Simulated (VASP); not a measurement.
Set up this calculation in VASP 6.6.1, as the native input.

```
Task                   : single point
Functional             : PBE
Potentials or basis    : VASP PAW PBE potentials, release 64 (Hg, H, Pb_d)
Cutoff                 : 520 eV
k mesh                 : 10 × 10 × 8
Occupations            : gaussian, width 0.1 eV
Spin                   : no spin polarisation
Dipole correction      : no
Further INCAR settings : ALGO = Normal; EDIFF = 1e-07; NBANDS = 22
```

The structure of HgH3Pb lies in POSCAR:

```
HgH3Pb
1.0
    4.0678504025      0.0000000000      0.0000000000
    0.0000000000      4.0678504025      0.0000000000
    0.0000000000      0.0000000000      4.7280117669
Hg H Pb
1 3 1
Direct
    0.5000000000      0.5000000000      0.5776894736
    0.5000000000      0.5000000000      0.9473676438
    0.0000000000      0.5000000000      0.3929901201
    0.5000000000      0.0000000000      0.3929901201
    0.0000000000      0.0000000000      0.1489626424
```

The input as run:

INCAR

```
  ALGO = Normal
  EDIFF = 1E-7
  ENCUT = 520
  GGA = PE
  ISIF = 2
  ISMEAR = 0
  LASPH = True
  LCHARG = True
  LELF = True
  LREAL = False
  LVHAR = True
  LWAVE = False
  NBANDS = 22
  NELM = 80
  PREC = Accurate
  SIGMA = 0.1
```

KPOINTS

```
k-points
0
Gamma
  10 10 8
```

Potentials or basis: VASP PAW PBE potentials, release 64 (Hg, H, Pb_d).

Command:

```sh
$ cat potpaw_PBE.64/Hg/POTCAR potpaw_PBE.64/H/POTCAR potpaw_PBE.64/Pb_d/POTCAR > POTCAR
$ mpirun -np 1 vasp_std > vasp.out
```

It gave:

```
Pressure               : 0.0 GPa
Largest force          : 0.050 eV/Å
Band gap on the k mesh : zero (an odd number of electrons rules out a gap without spin polarisation)
```

Caveat: spin-orbit coupling is left out, which moves the levels of the heavy elements.

Wall time 3.4 min on 1 thread of Intel Xeon 8259CL, on a shared host, peak memory 0.32 GiB.
